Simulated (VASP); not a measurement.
# ZnO in VASP: notebook

ZnO is run at these levels: PBEsol, r2SCAN+rVV10; tasks: single point.

Everything below comes from runs of VASP 6.6.1. Logs are shortened: lines on timing, memory, paths and dates and some standing lists are left out, and cuts for length are marked.

**1. The cell of the first run**

The typed cell holds 4 atoms: a = 3.230 Å, b = 3.230 Å, c = 5.214 Å, α = 90.00°, β = 90.00°, γ = 119.99°.

**2. Single point, PBEsol**

Input file INCAR:

```
  ALGO = Normal
  EDIFF = 1E-6
  ENCUT = 600
  GGA = PS
  GGA_COMPAT = F
  ISIF = 2
  ISMEAR = -1
  LASPH = T
  LCHARG = T
  LELF = T
  LREAL = F
  LVHAR = T
  LWAVE = F
  NBANDS = 26
  NELM = 120
  PREC = Accurate
  SIGMA = 0.03
```

Input file KPOINTS:

```
k-points
0
Gamma
  9 9 4
```

Input file POSCAR:

```
ZnO
1.0
    1.6151737002     -2.7969336054      0.0000000000
    1.6151737002      2.7969336054      0.0000000000
    0.0000000000      0.0000000000      5.2142265115
Zn O
2 2
Direct
    0.8333207726      0.1666792274      0.9980260830
    0.1666792274      0.8333207726      0.4980260830
    0.1666924815      0.8333075185      0.8769739170
    0.8333075185      0.1666924815      0.3769739170
```

Potentials or basis: VASP PAW PBE potentials, release 64 (Zn, O).

Started as:

```sh
> cat potpaw_PBE.64/Zn/POTCAR potpaw_PBE.64/O/POTCAR > POTCAR
> mpirun -np 1 vasp_std > vasp.out
```

OUTCAR:

```text
EDIFF = 1E-6
   ENCUT = 600
   GGA = PS
   ISIF = 2
   ISMEAR = -1
   LASPH = T
   LREAL = F
   NELM = 120
   PREC = Accurate

 ion  position               nearest neighbor table
   1  0.833  0.167  0.998-   3 1.97   3 1.97   3 1.97   4 1.98
   2  0.167  0.833  0.498-   4 1.97   4 1.97   4 1.97   3 1.98
   3  0.167  0.833  0.877-   1 1.97   1 1.97   1 1.97   2 1.98
   4  0.833  0.167  0.377-   2 1.97   2 1.97   2 1.97   1 1.98

  LATTYP: Found a base centered orthorhombic cell.
 ALAT       =     3.2303474004
 B/A-ratio  =     1.7316611861
 C/A-ratio  =     1.6141380060

  Lattice vectors:

 A1 = (   1.6151737002,  -2.7969336054,   0.0000000000)
 A2 = (   1.6151737002,   2.7969336054,   0.0000000000)
 A3 = (   0.0000000000,   0.0000000000,   5.2142265115)

Analysis of symmetry for initial positions (statically):
=====================================================================
 Subroutine PRICEL returns:
 Original cell was already a primitive cell.

 Routine SETGRP: Setting up the symmetry group for a
 base centered orthorhombic supercell.

 Subroutine GETGRP returns: Found  4 space group operations
 (whereof  2 operations were pure point group operations)
 out of a pool of  8 trial point group operations.

The static configuration has the point symmetry C_1h.
 The point group associated with its full space group is C_2v.

Analysis of symmetry for dynamics (positions and initial velocities):
=====================================================================
 Subroutine PRICEL returns:
 Original cell was already a primitive cell.

 Routine SETGRP: Setting up the symmetry group for a
 base centered orthorhombic supercell.

 Subroutine GETGRP returns: Found  4 space group operations
 (whereof  2 operations were pure point group operations)
 out of a pool of  8 trial point group operations.

The dynamic configuration has the point symmetry C_1h.
 The point group associated with its full space group is C_2v.

 Subroutine INISYM returns: Found  4 space group operations
 (whereof  2 operations are pure point group operations),
 and found     1 'primitive' translations

----------------------------------------------------------------------------------------

                                     Primitive cell

  volume of cell :      47.1109

  direct lattice vectors                    reciprocal lattice vectors
     1.615173700 -2.796933605  0.000000000     0.309564228 -0.178767204  0.000000000
     1.615173700  2.796933605  0.000000000     0.309564228  0.178767204  0.000000000
     0.000000000  0.000000000  5.214226511     0.000000000  0.000000000  0.191782999

  length of vectors
     3.229802420  3.229802420  5.214226511     0.357474089  0.357474089  0.191782999

  position of ions in fractional coordinates (direct lattice)
     0.833320773  0.166679227  0.998026083
     0.166679227  0.833320773  0.498026083
     0.166692482  0.833307519  0.876973917
     0.833307519  0.166692482  0.376973917

  ion indices of the primitive-cell ions
   primitive index   ion index
                 1           1
                 2           2
                 3           3
                 4           4

----------------------------------------------------------------------------------------

 KPOINTS: k-points

Automatic generation of k-mesh.
 Grid dimensions read from file:
 generate k-points for:    9    9    4

 Generating k-lattice:

  Cartesian coordinates                     Fractional coordinates (reciprocal lattice)
     0.034396025 -0.019863023  0.000000000     0.111111111 -0.000000000  0.000000000
     0.034396025  0.019863023  0.000000000    -0.000000000  0.111111111  0.000000000
     0.000000000  0.000000000  0.047945750     0.000000000  0.000000000  0.250000000

  Length of vectors
     0.039719343  0.039719343  0.047945750

  Shift w.r.t. Gamma in fractional coordinates (k-lattice)
     0.000000000  0.000000000  0.000000000

 Subroutine IBZKPT returns following result:
 ===========================================

 Found     75 irreducible k-points:

 Following reciprocal coordinates:
            Coordinates               Weight
  0.000000  0.000000  0.000000      1.000000
  0.111111 -0.000000  0.000000      4.000000
  0.222222 -0.000000  0.000000      4.000000
  0.333333  0.000000  0.000000      4.000000
  0.444444 -0.000000  0.000000      4.000000
  0.111111  0.111111  0.000000      2.000000
[... 16 lines left out ...]
 -0.333333  0.333333  0.000000      2.000000
  0.444444  0.444444  0.000000      2.000000
 [... further k-points ...]
   k-points           NKPTS =     75   k-points in BZ     NKDIM =     75   number of bands    NBANDS=     26
   number of dos      NEDOS =    301   number of ions     NIONS =      4
   total plane-waves  NPLWV =  32928
   dimension x,y,z NGX =    28 NGY =   28 NGZ =   42
   dimension x,y,z NGXF=    56 NGYF=   56 NGZF=   84
   ions per type =               2   2
   NGX,Y,Z   is equivalent  to a cutoff of  14.41, 14.41, 13.39 a.u.
   NGXF,Y,Z  is equivalent  to a cutoff of  28.82, 28.82, 26.78 a.u.
 SYSTEM =  unknown system
   PREC   = accura    normal or accurate (medium, high low for compatibility)
   ISTART =      0    job   : 0-new  1-cont  2-samecut
   ICHARG =      2    charge: 1-file 2-atom 10-const
   ISPIN  =      1    spin polarized calculation?
   LNONCOLLINEAR =      F non collinear calculations
   LSORBIT =      F    spin-orbit coupling
   LASPH  =      T    aspherical Exc in radial PAW
   ENCUT  =  600.0 eV  44.10 Ry    6.64 a.u.   6.45  6.45 10.41*2*pi/ulx,y,z
   NELM   =    120;   NELMIN=  2; NELMDL= -5     # of ELM steps
   EDIFF  = 0.1E-05   stopping-criterion for ELM
   LREAL  =      F    real-space projection
   EDIFFG = 0.1E-04   stopping-criterion for IOM
   NSW    =      0    number of steps for IOM
   IBRION =     -1    ionic relax: 0-MD 1-quasi-New 2-CG
   NFREE  =      0    steps in history (QN), initial steepest desc. (CG)
   ISIF   =      2    stress and relaxation
   ISYM   =      2    0-nonsym 1-usesym 2-fastsym
   POTIM  = 0.5000    time-step for ionic-motion
   TEBEG  =    0.0;   TEEND  =   0.0 temperature during run
   PSTRESS=    0.0 pullay stress
   NELECT =      36.0000    total number of electrons
   NUPDOWN=      -1.0000    fix difference up-down
   EMIN   =  10.00;   EMAX   =-10.00  energy-range for DOS
   EFERMI =   0.00;   METHOD = LEGACY
   ISMEAR =    -1;   SIGMA  =   0.03  broadening in eV -4-tet -1-fermi 0-gaus
   EFERMI_NEDOS =   21; number of points for ismear=-14 and -15
   IALGO  =     38    algorithm
   IMIX   =      4    mixing-type and parameters
     AMIX     =   0.40;   BMIX     =  1.00
     AMIX_MAG =   1.60;   BMIX_MAG =  1.00
  volume/ion in A,a.u.               =      11.78        79.48
  Fermi-wavevector in a.u.,A,eV,Ry     =   1.496702  2.828356 30.478626  2.240116
  Thomas-Fermi vector in A             =   2.608684
   LORBIT       =      0    0 simple, 1 ext, 2 COOP (PROOUT), +10 PAW based schemes
   GGA     = PS    functional components
   LHFCALC =     F    Hartree Fock is set to
   AEXX    =    0.0000 exact exchange contribution
   IVDW    =     0    specifies the selected vdW correction
   LEPSILON=     F    determine dielectric tensor
   LRPA    =     F    only Hartree local field effects (RPA)
 non-spin polarized calculation
  energy-cutoff  :      600.00
  volume of cell :       47.11
 maximum number of plane-waves:      1592
 NGX is ok and might be reduce to    28
   NGX = 13   NGY = 13   NGZ = 21

 number of electron      36.0000005 magnetization

 Free energy of the ion-electron system (eV)
  ---------------------------------------------------
  ext. energy  EPLUGINS =         0.00000000
  ---------------------------------------------------
  free energy    TOTEN  =       -19.41377398 eV

  energy without entropy =      -19.41377391  energy(sigma->0) =      -19.41377394

 E-fermi :   1.5059     XC(G=0): -11.2413

 val. band max:        1.1478921735   @ k =   0.0000   0.0000   0.0000
 cond. band min:       1.8373107014   @ k =   0.0000   0.0000   0.0000
 fundamental gap:      0.6894185279
 Fermi energy:         1.5058899763

 k-point     1 :       0.0000    0.0000    0.0000
  band No.  band energies     occupation
      1     -16.9835      2.00000
      2     -16.2279      2.00000
      3      -4.6634      2.00000
      4      -4.6221      2.00000
      5      -4.6215      2.00000
      6      -4.5783      2.00000
[... 18 lines left out ...]
     25      15.2672      0.00000
     26      15.2687      0.00000

 k-point     2 :       0.1111   -0.0000    0.0000
  band No.  band energies     occupation
      1     -16.9127      2.00000
      2     -16.1964      2.00000
      3      -4.7114      2.00000
      4      -4.5820      2.00000
      5      -4.5569      2.00000
      6      -4.5366      2.00000
[... 18 lines left out ...]
     25      15.2292      0.00000
     26      15.4168      0.00000

 k-point     3 :       0.2222   -0.0000    0.0000
  band No.  band energies     occupation
      1     -16.7237      2.00000
      2     -16.1207      2.00000
      3      -4.8770      2.00000
      4      -4.5365      2.00000
      5      -4.4890      2.00000
      6      -4.3971      2.00000
[... 18 lines left out ...]
     25      14.5262      0.00000
     26      15.3742      0.00000

 k-point     4 :       0.3333    0.0000    0.0000
  band No.  band energies     occupation
      1     -16.4832      2.00000
      2     -16.0499      2.00000
      3      -4.9725      2.00000
      4      -4.6006      2.00000
      5      -4.4047      2.00000
      6      -4.2176      2.00000
[... 18 lines left out ...]
     25      14.4937      0.00000
     26      15.2045      0.00000
[... 496 lines left out ...]
      1     -16.3458      2.00000
      2     -16.0288      2.00000
      3      -4.8833      2.00000
      4      -4.5936      2.00000
      5      -4.3978      2.00000
      6      -4.1432      2.00000
[... 18 lines left out ...]
     25      13.5857      0.00000
     26      15.2982      0.00000

 k-point    23 :      -0.3333    0.3333    0.0000
  band No.  band energies     occupation
      1     -16.4831      2.00000
      2     -16.0497      2.00000
      3      -4.9722      2.00000
      4      -4.6004      2.00000
      5      -4.4053      2.00000
      6      -4.2176      2.00000
[... 18 lines left out ...]
     25      14.4902      0.00000
     26      15.2018      0.00000

 k-point    24 :       0.4444    0.4444    0.0000
  band No.  band energies     occupation
      1     -16.2367      2.00000
      2     -16.0323      2.00000
      3      -4.8294      2.00000
      4      -4.5944      2.00000
      5      -4.3833      2.00000
      6      -4.0606      2.00000
[... 18 lines left out ...]
     25      13.6001      0.00000
     26      14.9018      0.00000

 [... further k-points ...]

------------------------ aborting loop because EDIFF is reached ----------------------------------------

  FORCE on cell =-STRESS in cart. coord.  units (eV):
  Direction    XX          YY          ZZ          XY          YZ          ZX
  --------------------------------------------------------------------------------------
  -------------------------------------------------------------------------------------
  Total        0.1516451      0.1568417      0.1526698      0.0000000      0.0000000      0.0000000
  in kB        5.1572437      5.3339736      5.1920916      0.0000000      0.0000000      0.0000000
  external PRESSURE =       5.2277696 kB  Pullay stress =       0.0000000 kB

 VOLUME and BASIS-vectors are now :
 -----------------------------------------------------------------------------
  energy-cutoff  :      600.00
  volume of cell :       47.11
      direct lattice vectors                 reciprocal lattice vectors
     1.615173700 -2.796933605  0.000000000     0.309564228 -0.178767204  0.000000000
     1.615173700  2.796933605  0.000000000     0.309564228  0.178767204  0.000000000
     0.000000000  0.000000000  5.214226511     0.000000000  0.000000000  0.191782999

 POSITION                                       TOTAL-FORCE (eV/Angst)
 -----------------------------------------------------------------------------------
      1.61517     -1.86455      5.20393         0.000000      0.000025      0.001582
      1.61517      1.86455      2.59682         0.000000     -0.000025      0.001582
      1.61517      1.86448      4.57274         0.000000     -0.000018     -0.001582
      1.61517     -1.86448      1.96563         0.000000      0.000018     -0.001582
 -----------------------------------------------------------------------------------
    total drift:                               -0.000000     -0.000000      0.001692

  FREE ENERGIE OF THE ION-ELECTRON SYSTEM (eV)
  ---------------------------------------------------
  free  energy   TOTEN  =       -19.4137739813 eV

  energy  without entropy=      -19.4137739058  energy(sigma->0) =      -19.41377394
```

It took 3 min on 1 thread of Oxide Virtual Turin-like, shared host; peak memory 0.2 GiB.

What came out:

```yaml
Free_energy: -19.4138 eV
Pressure: 0.5 GPa
Band_gap_on_the_k_mesh: 0.69 eV
```

Levels at points of the mesh, in eV from the valence-band top:
| k point | band 16 | band 17 | band 18 | band 19 | band 20 | band 21 |
| --- | --- | --- | --- | --- | --- | --- |
| (0.00, 0.00, 0.00) | -0.09 | 0.00 | 0.00 | 0.69 | 5.15 | 8.10 |
| (0.00, 0.00, 0.50) | -0.40 | -0.40 | -0.40 | 3.38 | 3.38 | 9.96 |

Caveat: semilocal functionals underestimate gaps, and a narrow one can read as zero; the PAW data sets were made with another functional, which shifts forces and pressure a little.

**3. Single point, r2SCAN+rVV10**

This run uses another cell than the first one, of 11.70 Å³/atom.

Input file POSCAR:

```
ZnO
1.0
    1.6124989815     -2.7927953503      0.0000000000
    1.6124989815      2.7927953503      0.0000000000
    0.0000000000      0.0000000000      5.1970279342
Zn O
2 2
Direct
    0.8333306480      0.1666693520      0.9978099185
    0.1666693520      0.8333306480      0.4978099185
    0.1666768521      0.8333231479      0.8771900815
    0.8333231479      0.1666768521      0.3771900815
```

Input file INCAR.step1:

```
ALGO = Normal
EDIFF = 1E-5
ENCUT = 660
GGA = PE
GGA_COMPAT = False
ISMEAR = -1
LASPH = True
LCHARG = False
LREAL = False
LWAVE = True
NBANDS = 26
NELM = 120
PREC = Accurate
SIGMA = 0.03
```

Input file INCAR.step2:

```
ALGO = Normal
BPARAM = 11.95
CPARAM = 0.0093
EDIFF = 1E-6
ENCUT = 660
GGA_COMPAT = False
ISIF = 2
ISMEAR = -1
ISTART = 1
IVDW_NL = 2
LASPH = True
LCHARG = True
LELF = True
LMIXTAU = True
LREAL = False
LUSE_VDW = True
LVHAR = True
LWAVE = False
METAGGA = R2SCAN
NBANDS = 26
NELM = 120
PREC = Accurate
SIGMA = 0.03
```

Input file KPOINTS:

```
k-points
0
Gamma
  12 12 4
```

Potentials or basis: VASP PAW PBE potentials, release 64 (Zn, O).

Started as:

```sh
> cat potpaw_PBE.64/Zn/POTCAR potpaw_PBE.64/O/POTCAR > POTCAR
> cp INCAR.step1 INCAR
> mpirun -np 1 vasp_std > vasp.out
> cp INCAR.step2 INCAR
> mpirun -np 1 vasp_std > vasp.out
```

It took 23 min on 1 thread of Oxide Virtual Turin-like, shared host; peak memory 0.44 GiB.

The run converged. Its results:

| Quantity | Value |
| --- | --- |
| Free energy | -35.2608 eV |
| Pressure | 0.8 GPa |
| Band gap on the k mesh | 1.19 eV |

Levels at points of the mesh, in eV from the valence-band top:
| k point | band 16 | band 17 | band 18 | band 19 | band 20 | band 21 |
| --- | --- | --- | --- | --- | --- | --- |
| (0.00, 0.00, 0.00) | -0.10 | 0.00 | 0.00 | 1.19 | 5.87 | 8.80 |
| (0.50, 0.00, 0.00) | -2.37 | -1.33 | -0.88 | 6.44 | 7.30 | 8.03 |
| (0.50, 0.50, 0.00) | -2.37 | -1.33 | -0.88 | 6.44 | 7.30 | 8.03 |
| (0.00, 0.00, 0.50) | -0.41 | -0.41 | -0.41 | 3.91 | 3.91 | 10.82 |
| (0.50, 0.00, 0.50) | -1.58 | -1.43 | -1.43 | 6.21 | 6.21 | 9.21 |
| (0.50, 0.50, 0.50) | -1.58 | -1.43 | -1.43 | 6.21 | 6.21 | 9.21 |

Caveat: the PAW data sets were made with another functional, which shifts forces and pressure a little.

**4. Single point, r2SCAN+rVV10**

This run uses another cell than the first one, of 11.70 Å³/atom.

POSCAR is that of step 3.

Input file INCAR.step1:

```
  PREC = Accurate
  ENCUT = 660
  ISMEAR = -1
  SIGMA = 0.03
  LREAL = False
  LASPH = True
  NELM = 120
  NBANDS = 26
  GGA = PE
  ALGO = Normal
  EDIFF = 1E-5
  LWAVE = True
  LCHARG = False
  GGA_COMPAT = False
```

Input file INCAR.step2:

```
  PREC = Accurate
  ENCUT = 660
  EDIFF = 1E-6
  ISMEAR = -1
  SIGMA = 0.03
  LREAL = False
  LASPH = True
  NELM = 120
  ALGO = Normal
  ISIF = 2
  LWAVE = False
  LCHARG = False
  METAGGA = R2SCAN
  LMIXTAU = True
  LUSE_VDW = True
  IVDW_NL = 2
  BPARAM = 11.95
  CPARAM = 0.0093
  NBANDS = 26
  ISTART = 1
  GGA_COMPAT = False
```

Input file KPOINTS:

```
Automatic mesh
0
Gamma
  12 12 6
```

Started as:

```sh
> cat potpaw_PBE.64/Zn/POTCAR potpaw_PBE.64/O/POTCAR > POTCAR
> cp INCAR.step1 INCAR
> mpirun -np 1 vasp_std > vasp.out
> cp INCAR.step2 INCAR
> mpirun -np 1 vasp_std > vasp.out
```

It took 35 min on 1 thread of Oxide Virtual Turin-like, shared host; peak memory 0.49 GiB.

The run converged. Its results:

```
Free energy            : -35.2610 eV
Pressure               : 0.8 GPa
Band gap on the k mesh : 1.19 eV
```

Levels at points of the mesh, in eV from the valence-band top:
| k point | band 15 | band 16 | band 17 | band 18 | band 19 | band 20 | band 21 | band 22 |
| --- | --- | --- | --- | --- | --- | --- | --- | --- |
| (0.00, 0.00, 0.00) | -0.83 | -0.10 | 0.00 | 0.00 | 1.19 | 5.87 | 8.80 | 13.75 |
| (0.50, 0.00, 0.00) | -2.90 | -2.37 | -1.33 | -0.88 | 6.44 | 7.30 | 8.03 | 9.37 |
| (0.50, 0.50, 0.00) | -2.90 | -2.37 | -1.33 | -0.88 | 6.44 | 7.30 | 8.03 | 9.37 |
| (0.00, 0.00, 0.50) | -0.41 | -0.41 | -0.41 | -0.41 | 3.91 | 3.91 | 10.82 | 10.82 |
| (0.50, 0.00, 0.50) | -1.58 | -1.58 | -1.43 | -1.43 | 6.21 | 6.21 | 9.21 | 9.21 |
| (0.50, 0.50, 0.50) | -1.58 | -1.58 | -1.43 | -1.43 | 6.21 | 6.21 | 9.21 | 9.21 |

Caveat: the PAW data sets were made with another functional, which shifts forces and pressure a little.

**5. Overview**

```tsv
level	cell	k mesh	cutoff (eV)	gap on the mesh (eV)	pressure (GPa)
PBEsol	a = 3.230, b = 3.230, c = 5.214 Å, angles 90.0, 90.0, 120.0°, 4 atoms, atomic positions A	9 × 9 × 4	600	0.69	0.5
r2SCAN+rVV10	a = 3.225, b = 3.225, c = 5.197 Å, angles 90.0, 90.0, 120.0°, 4 atoms, atomic positions B	12 × 12 × 4	660	1.19	0.8
r2SCAN+rVV10	a = 3.225, b = 3.225, c = 5.197 Å, angles 90.0, 90.0, 120.0°, 4 atoms, atomic positions B	12 × 12 × 6	660	1.19	0.8
```

Alike in all rows: task single point; potentials or basis VASP PAW PBE potentials, release 64 (Zn, O); no spin polarisation; smearing fermi-dirac 0.03 eV.

Caveats: the PAW data sets were made with another functional, which shifts forces and pressure a little; semilocal functionals underestimate gaps, and a narrow one can read as zero (at least some runs).

Total energies depend on the potentials used, so only differences within one code and one set of settings carry meaning.
